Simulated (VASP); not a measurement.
The system is NaBe2.

```
Na Be
1.0
     3.12930    0.00000    0.00000
    -1.56465    2.71005    0.00000
     0.00000    0.00000    3.47546
Na Be
1 2
Direct
  0.00000 0.00000 0.00000
  0.33333 0.66667 0.50000
  0.66667 0.33333 0.50000
```

| Quantity | Value |
| --- | --- |
| Program | VASP 6.6.1 |
| Task | relaxation of cell and atoms |
| Functional | PBE |
| Potentials or basis | VASP PAW PBE potentials, release 64 (Na_pv, Be) |
| Cutoff | 600 eV |
| k mesh | 6 × 6 × 6 |
| Occupations | gaussian, width 0.1 eV |
| Spin | no spin polarisation |

At the start: pressure 56.5 GPa; volume 9.82 Å³/atom.

Task: Where does the relaxation end?

Result: Over 12 steps the energy falls by 875.4 meV/atom and the volume is 16.65 Å³/atom (+69.5 %); space group P6/mmm (No. 191, to 0.05 Å).

The path:
| step | energy change (eV) | largest force (eV/Å) | pressure (GPa) | volume (Å³) |
| --- | --- | --- | --- | --- |
| 1 | 0.0000 | 0.0000 | 56.51 | 29.47 |
| 2 | -2.5505 | 0.0000 | 4.15 | 46.82 |
| 3 | -2.5989 | 0.0000 | 1.50 | 49.54 |
| 4 | -2.5801 | 0.0000 | -2.25 | 55.28 |
| 5 | -2.6083 | 0.0000 | -0.17 | 51.70 |
| 6 | -2.6081 | 0.0000 | 0.26 | 51.17 |
| 7 | -2.6084 | 0.0000 | 0.24 | 51.14 |
| 8 | -2.6097 | 0.0000 | 0.27 | 51.06 |
| 9 | -2.6136 | 0.0000 | 0.16 | 50.87 |
| 10 | -2.6213 | 0.0000 | 0.08 | 50.48 |
| 11 | -2.6249 | 0.0000 | -0.22 | 49.60 |
| 12 | -2.6262 | 0.0000 | -0.13 | 49.95 |

Final structure:
```
Na Be
1.0
     3.93715    0.00000    0.00000
    -1.96858    3.40968    0.00000
     0.00000    0.00000    3.72104
Na Be
1 2
Direct
  0.00000 0.00000 0.00000
  0.33333 0.66667 0.50000
  0.66667 0.33333 0.50000
```

Caveat: the k points lie up to 0.31 Å⁻¹ apart in the final cell; the volume moved by over 15 % at a fixed basis, so the end points are rough.
